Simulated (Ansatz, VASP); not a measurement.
WCl2F4: VASP beside Ansatz

```xyz
7
Lattice="-3.0498 3.0498 5.0717 3.0498 -3.0498 5.0717 3.0498 3.0498 -5.0717" Properties=species:S:1:pos:R:3 pbc="T T T"
W     0.0000    0.0000    0.0000
Cl    0.0000    0.0000    7.8532
Cl    0.0000    0.0000    2.2902
F    -1.7333    1.7333    5.0717
F     1.7333   -1.7333    5.0717
F     1.3165    1.3165    0.0000
F     1.7333    1.7333    5.0717
```

Alike in both runs: functional PBE; k mesh 6 × 6 × 6; occupations gaussian, width 0.02 eV; no spin polarisation.

Ansatz relaxed the structure, and its values are those at the end. VASP's run is a single point on that final structure, the one shown.

```csv
,VASP,Ansatz
version,VASP 6.6.1,Ansatz 0.2.0
potentials or method,"VASP PAW PBE potentials, release 64 (W_sv, Cl, F), cutoff 520 eV","scalar-relativistic, plane waves, PAW"
valence electrons in the cell,56,56
```

Ansatz gave:

* gap on the k mesh at the Fermi level (eV): 2.96
* least direct gap on the mesh (eV): 2.96
* pressure (GPa): 0.0
* rms of the force components (eV/Å): 0.001

**Question.** Estimate VASP's values.

**Answer.** gap on the k mesh at the Fermi level (eV): 2.97; least direct gap on the mesh (eV): 2.97; pressure (GPa): 0.6; rms of the force components (eV/Å): 0.171.

One of these differences is far larger than is usual between the two programs; its cause wasn't traced. The functional is the same, so the differences come from potentials, cutoffs and numerics.

Spin-orbit coupling is off throughout.
